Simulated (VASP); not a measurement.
# Hf (Pm-3m) in VASP: a series of runs, part 2 of 2

VASP 6.6.1. Earlier steps stand in the parts before.

### 3 Single point, PBEsol (volume scaled by 0.45)

Contents of INCAR:

```
  PREC = Accurate
  ENCUT = 520
  EDIFF = 1E-6
  ISMEAR = -1
  SIGMA = 0.08
  LREAL = False
  LASPH = True
  NELM = 60
  ALGO = Normal
  ISIF = 2
  LWAVE = False
  LCHARG = True
  GGA = PS
  LELF = True
  LVHAR = True
  NBANDS = 11
```

Contents of KPOINTS:

```
regular mesh
0
Gamma
  13 13 13
```

Contents of POSCAR:

```
Hf
1.0
    2.1961143969      0.0000000000      0.0000000000
    0.0000000000      2.1961143969      0.0000000000
    0.0000000000      0.0000000000      2.1961143969
Hf
1
Direct
    0.0000000000      0.0000000000      0.0000000000
```

Potentials or basis: VASP PAW PBE potentials, release 64 (Hf_pv).

Command:

```
$ cat potpaw_PBE.64/Hf_pv/POTCAR > POTCAR
$ mpirun -np 1 vasp_std > vasp.out
```

OUTCAR:

```text
PREC = Accurate
   ENCUT = 520
   EDIFF = 1E-6
   ISMEAR = -1
   LREAL = False
   LASPH = True
   NELM = 60
   ISIF = 2
   GGA = PS

 ion  position               nearest neighbor table
   1  0.000  0.000  0.000-

  LATTYP: Found a simple cubic cell.
 ALAT       =     2.1961143969

  Lattice vectors:

 A1 = (   2.1961143969,   0.0000000000,   0.0000000000)
 A2 = (   0.0000000000,   2.1961143969,   0.0000000000)
 A3 = (   0.0000000000,   0.0000000000,   2.1961143969)

Analysis of symmetry for initial positions (statically):
=====================================================================
 Subroutine PRICEL returns:
 Original cell was already a primitive cell.

 Routine SETGRP: Setting up the symmetry group for a
 simple cubic supercell.

 Subroutine GETGRP returns: Found 48 space group operations
 (whereof 48 operations were pure point group operations)
 out of a pool of 48 trial point group operations.

The static configuration has the point symmetry O_h .

Analysis of symmetry for dynamics (positions and initial velocities):
=====================================================================
 Subroutine PRICEL returns:
 Original cell was already a primitive cell.

 Routine SETGRP: Setting up the symmetry group for a
 simple cubic supercell.

 Subroutine GETGRP returns: Found 48 space group operations
 (whereof 48 operations were pure point group operations)
 out of a pool of 48 trial point group operations.

The dynamic configuration has the point symmetry O_h .

 Subroutine INISYM returns: Found 48 space group operations
 (whereof 48 operations are pure point group operations),
 and found     1 'primitive' translations

[... 113 lines left out ...]
  volume/ion in A,a.u.               =      10.59        71.48
  Fermi-wavevector in a.u.,A,eV,Ry     =   1.606028  3.034953 35.093875  2.579327
  Thomas-Fermi vector in A             =   2.702281
   LORBIT       =      0    0 simple, 1 ext, 2 COOP (PROOUT), +10 PAW based schemes
   GGA     = PS    functional components
   LHFCALC =     F    Hartree Fock is set to
   AEXX    =    0.0000 exact exchange contribution
   IVDW    =     0    specifies the selected vdW correction
   LEPSILON=     F    determine dielectric tensor
   LRPA    =     F    only Hartree local field effects (RPA)
 non-spin polarized calculation
  energy-cutoff  :      520.00
  volume of cell :       10.59
 maximum number of plane-waves:       292
   NGX =  9   NGY =  9   NGZ =  9

 number of electron      10.0000003 magnetization

 Free energy of the ion-electron system (eV)
  ---------------------------------------------------
  ext. energy  EPLUGINS =         0.00000000
  ---------------------------------------------------
  free energy    TOTEN  =        -3.29621309 eV

  energy without entropy =       -3.28275378  energy(sigma->0) =       -3.28948343

 E-fermi :  11.2727     XC(G=0): -15.2236

 val. band max:       11.1881105449   @ k =   0.4615   0.2308   0.1538
 cond. band min:      11.3164295393   @ k =   0.3077   0.2308   0.2308
 fundamental gap:      0.1283189945
 Fermi energy:        11.2726747968

 k-point     1 :       0.0000    0.0000    0.0000
  band No.  band energies     occupation
      1     -16.4081      2.00000
      2     -16.4081      2.00000
      3     -16.4081      2.00000
      4       3.2762      2.00000
      5       5.5527      2.00000
      6       5.5527      2.00000
      7      25.7352      0.00000
      8      25.8375      0.00000
      9      25.8375      0.00000
     10      25.8375      0.00000
     11      34.9777      0.00000
[... 309 lines left out ...]
 k-point    24 :       0.3846    0.3077    0.0000
  band No.  band energies     occupation
      1     -22.5891      2.00000
      2     -21.0551      2.00000
      3     -15.0280      2.00000
      4       4.6269      2.00000
      5       9.4480      2.00000
      6      17.6879      0.00000
      7      19.2654      0.00000
      8      19.7420      0.00000
      9      21.1257      0.00000
     10      25.4640      0.00000
     11      29.8215      0.00000

 [... further k-points ...]

------------------------ aborting loop because EDIFF is reached ----------------------------------------

  FORCE on cell =-STRESS in cart. coord.  units (eV):
  Direction    XX          YY          ZZ          XY          YZ          ZX
  --------------------------------------------------------------------------------------
  -------------------------------------------------------------------------------------
  Total       20.4204742     20.4204742     20.4204742      0.0000000     -0.0000000     -0.0000000
  in kB     3088.9546150   3088.9546150   3088.9546150      0.0000000     -0.0000000     -0.0000000
  external PRESSURE =    3088.9546150 kB  Pullay stress =       0.0000000 kB

 VOLUME and BASIS-vectors are now :
 -----------------------------------------------------------------------------
  energy-cutoff  :      520.00
  volume of cell :       10.59
      direct lattice vectors                 reciprocal lattice vectors
     2.196114397  0.000000000  0.000000000     0.455349686  0.000000000  0.000000000
     0.000000000  2.196114397  0.000000000     0.000000000  0.455349686  0.000000000
     0.000000000  0.000000000  2.196114397     0.000000000  0.000000000  0.455349686

 POSITION                                       TOTAL-FORCE (eV/Angst)
 -----------------------------------------------------------------------------------
      0.00000      0.00000      0.00000         0.000000      0.000000      0.000000
 -----------------------------------------------------------------------------------
    total drift:                               -0.000000      0.000000      0.000000

  FREE ENERGIE OF THE ION-ELECTRON SYSTEM (eV)
  ---------------------------------------------------
  free  energy   TOTEN  =        -3.2962130929 eV

  energy  without entropy=       -3.2827537761  energy(sigma->0) =       -3.28948343
```

stdout:

```text
POSCAR found type information on POSCAR Hf
 POSCAR found :  1 types and       1 ions
 scaLAPACK will be used
 -----------------------------------------------------------------------------
|                                                                             |
|                                                                             |
|     You enforced a specific xc type in the INCAR file but a different       |
|     I HOPE YOU KNOW WHAT YOU ARE DOING!                                     |
|                                                                             |
 -----------------------------------------------------------------------------

 LDA part: xc-table for (Slater+PW92), standard interpolation
 POSCAR, INCAR and KPOINTS ok, starting setup
 FFT: planning ... GRIDC
 FFT: planning ... GRID_SOFT
 FFT: planning ... GRID
 WAVECAR not read
 entering main loop
```

Wall time 5.9 s (1 thread of AMD EPYC 7R13, shared host); peak memory 0.09 GiB.

What came out:

| Quantity | Value |
| --- | --- |
| Free energy | -3.2962 eV |
| Pressure | 308.9 GPa |
| Band gap on the k mesh | zero (band 5 reaches 12.94 eV, above the bottom of band 6 at 4.99 eV) |

Caveat: the PAW data sets were made with another functional, which shifts forces and pressure a little; spin-orbit coupling is left out, which moves the levels of the heavy elements.

### 4 Single point, PBEsol (volume scaled by 0.52)

Contents of INCAR:

```
PREC     = Accurate       # precision mode
ENCUT    = 520            # plane-wave cutoff, eV
EDIFF    = 1E-7           # SCF threshold, eV
ISMEAR   = -1             # smearing method
SIGMA    = 0.08           # smearing width, eV
LREAL    = False          # projectors in reciprocal space
LASPH    = True           # aspherical terms in the spheres
NELM     = 80             # most SCF steps
ALGO     = Normal         # electronic algorithm
ISIF     = 2              # what is computed and relaxed
LWAVE    = False          # write WAVECAR
LCHARG   = False          # write CHGCAR
GGA      = PS             # functional
NBANDS   = 11             # bands
```

KPOINTS is that of step 3.

Contents of POSCAR:

```
Hf
1.0
    2.3045452271      0.0000000000      0.0000000000
    0.0000000000      2.3045452271      0.0000000000
    0.0000000000      0.0000000000      2.3045452271
Hf
1
Direct
    0.0000000000      0.0000000000      0.0000000000
```

Command:

```
$ cat potpaw_PBE.64/Hf_pv/POTCAR > POTCAR
$ mpirun -np 1 vasp_std > vasp.out
```

It took 7.5 s on 1 thread of AMD EPYC 7R13, shared host; peak memory 0.1 GiB.

It converged, with:

```
Free energy            : -5.7578 eV
Pressure               : 182.1 GPa
Band gap on the k mesh : zero (band 5 reaches 11.08 eV, above the bottom of band 6 at 4.65 eV)
```

Levels at points of the mesh, in eV from the Fermi level:
| k point | band 1 | band 2 | band 3 | band 4 | band 5 | band 6 | band 7 | band 8 | band 9 | band 10 |
| --- | --- | --- | --- | --- | --- | --- | --- | --- | --- | --- |
| (0.00, 0.00, 0.00) | -27.97 | -27.97 | -27.97 | -8.02 | -4.55 | -4.55 | 12.83 | 12.83 | 12.83 | 14.38 |

Caveat: the PAW data sets were made with another functional, which shifts forces and pressure a little; spin-orbit coupling is left out, which moves the levels of the heavy elements.

### 5 Single point, PBEsol (volume scaled by 0.6)

Contents of INCAR:

```
SYSTEM = Hf
PREC = Accurate ; ENCUT = 520
EDIFF = 1E-7 ; ISMEAR = -1
SIGMA = 0.08 ; LREAL = .False.
LASPH = .True. ; NELM = 80
ALGO = Normal ; ISIF = 2
LWAVE = .False. ; LCHARG = .True.
GGA = PS ; LELF = .True.
LVHAR = .True. ; NBANDS = 11
```

Contents of KPOINTS:

```
Automatic mesh
0
Gamma
  13 13 13
  0 0 0
```

Contents of POSCAR:

```
Hf
1.0
    2.4171366562      0.0000000000      0.0000000000
    0.0000000000      2.4171366562      0.0000000000
    0.0000000000      0.0000000000      2.4171366562
Hf
1
Direct
    0.0000000000      0.0000000000      0.0000000000
```

Potentials or basis: VASP PAW PBE potentials, release 64 (Hf_pv).

Command:

```
$ cat potpaw_PBE.64/Hf_pv/POTCAR > POTCAR
$ mpirun -np 1 vasp_std > vasp.out
```

OUTCAR:

```text
SYSTEM = Hf
   PREC = Accurate
   ENCUT = 520
   EDIFF = 1E-7
   ISMEAR = -1
   LREAL = .False.
   LASPH = .True.
   NELM = 80
   ISIF = 2
   GGA = PS

 ion  position               nearest neighbor table
   1  0.000  0.000  0.000-

  LATTYP: Found a simple cubic cell.
 ALAT       =     2.4171366562

  Lattice vectors:

 A1 = (   2.4171366562,   0.0000000000,   0.0000000000)
 A2 = (   0.0000000000,   2.4171366562,   0.0000000000)
 A3 = (   0.0000000000,   0.0000000000,   2.4171366562)

Analysis of symmetry for initial positions (statically):
=====================================================================
 Subroutine PRICEL returns:
 Original cell was already a primitive cell.

 Routine SETGRP: Setting up the symmetry group for a
 simple cubic supercell.

 Subroutine GETGRP returns: Found 48 space group operations
 (whereof 48 operations were pure point group operations)
 out of a pool of 48 trial point group operations.

The static configuration has the point symmetry O_h .

Analysis of symmetry for dynamics (positions and initial velocities):
=====================================================================
 Subroutine PRICEL returns:
 Original cell was already a primitive cell.

 Routine SETGRP: Setting up the symmetry group for a
 simple cubic supercell.

 Subroutine GETGRP returns: Found 48 space group operations
 (whereof 48 operations were pure point group operations)
 out of a pool of 48 trial point group operations.

The dynamic configuration has the point symmetry O_h .

 Subroutine INISYM returns: Found 48 space group operations
 (whereof 48 operations are pure point group operations),
 and found     1 'primitive' translations

[... 114 lines left out ...]
  Fermi-wavevector in a.u.,A,eV,Ry     =   1.459174  2.757438 28.969355  2.129188
  Thomas-Fermi vector in A             =   2.575772
   LORBIT       =      0    0 simple, 1 ext, 2 COOP (PROOUT), +10 PAW based schemes
   GGA     = PS    functional components
   LHFCALC =     F    Hartree Fock is set to
   AEXX    =    0.0000 exact exchange contribution
   IVDW    =     0    specifies the selected vdW correction
   LEPSILON=     F    determine dielectric tensor
   LRPA    =     F    only Hartree local field effects (RPA)
 non-spin polarized calculation
  energy-cutoff  :      520.00
  volume of cell :       14.12
 maximum number of plane-waves:       392
 NGX is ok and might be reduce to    18
   NGX =  9   NGY =  9   NGZ =  9

 number of electron      10.0000001 magnetization

 Free energy of the ion-electron system (eV)
  ---------------------------------------------------
  ext. energy  EPLUGINS =         0.00000000
  ---------------------------------------------------
  free energy    TOTEN  =        -7.39937651 eV

  energy without entropy =       -7.37659273  energy(sigma->0) =       -7.38798462

 E-fermi :   8.0199     XC(G=0): -13.5961

 val. band max:        7.9663354761   @ k =   0.3077   0.3077   0.1538
 cond. band min:       8.0326611533   @ k =   0.2308   0.0769   0.0769
 fundamental gap:      0.0663256771
 Fermi energy:         8.0198770057

 k-point     1 :       0.0000    0.0000    0.0000
  band No.  band energies     occupation
      1     -20.2337      2.00000
      2     -20.2337      2.00000
      3     -20.2337      2.00000
      4       0.1884      2.00000
      5       4.4515      2.00000
      6       4.4515      2.00000
      7      19.3344      0.00000
      8      19.3344      0.00000
      9      19.3344      0.00000
     10      22.3380      0.00000
     11      27.2436      0.00000
[... 309 lines left out ...]
 k-point    24 :       0.3846    0.3077    0.0000
  band No.  band energies     occupation
      1     -23.5501      2.00000
      2     -22.7030      2.00000
      3     -19.5677      2.00000
      4       3.6052      2.00000
      5       6.4939      2.00000
      6      13.1535      0.00000
      7      13.6542      0.00000
      8      14.9499      0.00000
      9      15.0942      0.00000
     10      22.3110      0.00000
     11      23.2648      0.00000

 [... further k-points ...]

------------------------ aborting loop because EDIFF is reached ----------------------------------------

  FORCE on cell =-STRESS in cart. coord.  units (eV):
  Direction    XX          YY          ZZ          XY          YZ          ZX
  --------------------------------------------------------------------------------------
  -------------------------------------------------------------------------------------
  Total        9.2703261      9.2703261      9.2703261      0.0000000      0.0000000     -0.0000000
  in kB     1051.7244697   1051.7244697   1051.7244697      0.0000000      0.0000000     -0.0000000
  external PRESSURE =    1051.7244697 kB  Pullay stress =       0.0000000 kB

 VOLUME and BASIS-vectors are now :
 -----------------------------------------------------------------------------
  energy-cutoff  :      520.00
  volume of cell :       14.12
      direct lattice vectors                 reciprocal lattice vectors
     2.417136656  0.000000000  0.000000000     0.413712645  0.000000000  0.000000000
     0.000000000  2.417136656  0.000000000     0.000000000  0.413712645  0.000000000
     0.000000000  0.000000000  2.417136656     0.000000000  0.000000000  0.413712645

 POSITION                                       TOTAL-FORCE (eV/Angst)
 -----------------------------------------------------------------------------------
      0.00000      0.00000      0.00000         0.000000      0.000000      0.000000
 -----------------------------------------------------------------------------------
    total drift:                               -0.000000      0.000000     -0.000000

  FREE ENERGIE OF THE ION-ELECTRON SYSTEM (eV)
  ---------------------------------------------------
  free  energy   TOTEN  =        -7.3993765106 eV

  energy  without entropy=       -7.3765927269  energy(sigma->0) =       -7.38798462
```

It took 8.4 s on 1 thread of AMD EPYC 7R13, shared host; peak memory 0.1 GiB.

Results:

```
Free energy            : -7.3994 eV
Pressure               : 105.2 GPa
Band gap on the k mesh : zero (band 5 reaches 9.50 eV, above the bottom of band 6 at 4.26 eV)
```

Levels at points of the mesh, in eV from the Fermi level:
```
           k point  band 2  band 3  band 4  band 5  band 6  band 7  band 8  band 9
(0.00, 0.00, 0.00)  -28.25  -28.25   -7.83   -3.57   -3.57   11.31   11.31   11.31
```

Caveat: the PAW data sets were made with another functional, which shifts forces and pressure a little; spin-orbit coupling is left out, which moves the levels of the heavy elements.

### 6 Summary

```csv
spin,cell,gap on the mesh (eV),pressure (GPa)
"collinear, ferromagnetic start","a = 2.615 Å, 1 atom",none,36.0
off,"a = 2.196 Å, 1 atom",none,308.9
off,"a = 2.305 Å, 1 atom",none,182.1
off,"a = 2.417 Å, 1 atom",none,105.2
```

Alike in all rows: task single point; level PBEsol; potentials or basis VASP PAW PBE potentials, release 64 (Hf_pv); k mesh 13 × 13 × 13; cutoff (eV) 520; smearing fermi-dirac 0.08 eV.

Caveats: the PAW data sets were made with another functional, which shifts forces and pressure a little; spin-orbit coupling is left out, which moves the levels of the heavy elements.

Total energies depend on the potentials used, so only differences within one code and one set of settings carry meaning.
